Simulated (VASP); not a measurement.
A run of VASP 6.6.1:

INCAR

```
PREC = Accurate
ENCUT = 520
EDIFF = 1E-7
ISMEAR = 0
SIGMA = 0.05
LREAL = Auto
LASPH = T
NELM = 100
ALGO = Normal
ISIF = 2
LWAVE = F
LCHARG = T
GGA = PE
LELF = T
LVHAR = T
NBANDS = 55
```

KPOINTS

```
regular mesh
0
Gamma
  2 2 1
```

POSCAR

```
HC18N
1.0
    7.3980000000      0.0000000000      0.0000000000
   -3.6990000000      6.4068560000      0.0000000000
    0.0000000000      0.0000000000     12.0000000000
C N H
18 1 1
Direct
   -0.0087626955     -0.0089087378      0.0830945000
    0.2120608149      0.1023976503      0.0879956667
   -0.0082585174      0.3257124867      0.0805647500
    0.2135410280      0.4360547513      0.0797252500
   -0.0071246501      0.6592721922      0.0799454167
    0.2107660029      0.7651227061      0.0848092500
    0.3275174436     -0.0082035557      0.1118280833
    0.5528181863      0.1061903061      0.0861685833
    0.3249153355      0.3255473512      0.0811072500
    0.5462013299      0.4365570258      0.0801396667
    0.3238625548      0.6574436822      0.0819993333
    0.5465440649      0.7696288164      0.0837514167
    0.6604540431     -0.0062916975      0.0839438333
    0.8810221795      0.1037126478      0.0819455833
    0.6601620705      0.3255752900      0.0801903333
    0.8809332909      0.4362231647      0.0787033333
    0.6574977548      0.6589817221      0.0809966667
    0.8798018964      0.7701260962      0.0809316667
    0.3165647583     -0.0024152252      0.2366286667
    0.3524586343      0.1474901262      0.2563632500
```

Potentials or basis: VASP PAW PBE potentials, release 64 (C, N, H).

Launch:

```bash
$ cat potpaw_PBE.64/C/POTCAR potpaw_PBE.64/N/POTCAR potpaw_PBE.64/H/POTCAR > POTCAR
$ mpirun -np 1 vasp_std > vasp.out
```

Hardware: 1 thread of Oxide Virtual Turin-like Processor, on a shared host.

Question: Estimate the wall time of this run.

Answer: Wall time 5.8 min on 1 thread of Oxide Virtual Turin-like Processor, with other jobs on the host, peak memory 0.56 GiB. Counts: scf iterations 30, k points 4.
